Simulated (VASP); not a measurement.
A run of VASP 6.6.1 is set up as follows.

The input POSCAR:

```
Na3Cl2
1.0
    1.4997457589     -8.3286333563      0.0000000000
    1.4997457589      8.3286333563      0.0000000000
    0.0000000000      0.0000000000      2.9575439952
Cl Na
2 3
Direct
    0.0920359200      0.9079640800      0.5000000000
    0.9079640800      0.0920359200      0.5000000000
    0.6795218078      0.3204781922      0.0000000000
    0.3204781922      0.6795218078      0.0000000000
    0.5000000000      0.5000000000      0.0000000000
```

INCAR.step1

```
SYSTEM = Na3Cl2
PREC = Accurate
ENCUT = 520
ISMEAR = -1
SIGMA = 0.05
LREAL = .FALSE.
LASPH = .TRUE.
NELM = 60
NBANDS = 26
GGA = PE
ALGO = Normal
EDIFF = 1E-4
LWAVE = .TRUE.
LCHARG = .FALSE.
```

File INCAR.step2:

```
SYSTEM = Na3Cl2
PREC = Accurate
ENCUT = 520
EDIFF = 1E-6
ISMEAR = -1
SIGMA = 0.05
LREAL = .FALSE.
LASPH = .TRUE.
NELM = 60
ALGO = Normal
ISIF = 2
LWAVE = .FALSE.
LCHARG = .FALSE.
METAGGA = R2SCAN
LMIXTAU = .TRUE.
NBANDS = 26
ISTART = 1
```

File KPOINTS:

```
regular mesh
0
G
  8 8 8
  0 0 0
```

Potentials or basis: VASP PAW PBE potentials, release 64 (Cl, Na_pv).

Run with:

```bash
$ cat potpaw_PBE.64/Cl/POTCAR potpaw_PBE.64/Na_pv/POTCAR > POTCAR
$ cp INCAR.step1 INCAR
$ mpirun -np 1 vasp_std > vasp.out
$ cp INCAR.step2 INCAR
$ mpirun -np 1 vasp_std > vasp.out
```

**Question.** Predict the pressure.

**Answer.** 29.5 GPa.

**Question.** Estimate the band gap on the k mesh.

**Answer.** Zero (an odd number of electrons rules out a gap without spin polarisation).

**Question.** Predict the largest force.

**Answer.** 0.021 eV/Å.

Stress tensor (GPa, compression positive):
```
29.56  0.00  0.00
 0.00 29.61  0.00
 0.00  0.00 29.41
```

Caveat: the cell stands under pressure; the PAW data sets were made with another functional, which shifts forces and pressure a little; an odd number of electrons without spin polarisation forces a metal; a magnetic or distorted state may lie lower.
